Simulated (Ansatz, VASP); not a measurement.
## TiB2: VASP beside Ansatz

```
Ti B
1.0
     2.96736    0.00000    0.00000
    -1.48368    2.56981    0.00000
     0.00000    0.00000    3.16250
Ti B
1 2
Direct
  0.00000 0.00000 0.00000
  0.33333 0.66667 0.50000
  0.66667 0.33333 0.50000
```

Change from the starting cell: volume scaled by 0.94.

Alike in both runs: task single point; functional PBEsol; k mesh 14 × 14 × 11; occupations fermi-dirac, width 0.03 eV; no spin polarisation.

|  | VASP | Ansatz |
| --- | --- | --- |
| version | VASP 6.6.1 | Ansatz 0.2.0 |
| potentials or method | VASP PAW PBE potentials, release 64 (Ti_sv, B), cutoff 520 eV | all-electron LAPW, scalar-relativistic |

|  | VASP | Ansatz | Ansatz less VASP |
| --- | --- | --- | --- |
| pressure (GPa) | 12.6 | 12.1 | -0.49 |
| traceless stress, the component that is largest in VASP (GPa) | -4.62 | -4.47 | +0.148 |

VASP's potentials were made for PBE, not for PBEsol. Ansatz ran all-electron here, and VASP with PAW potentials.
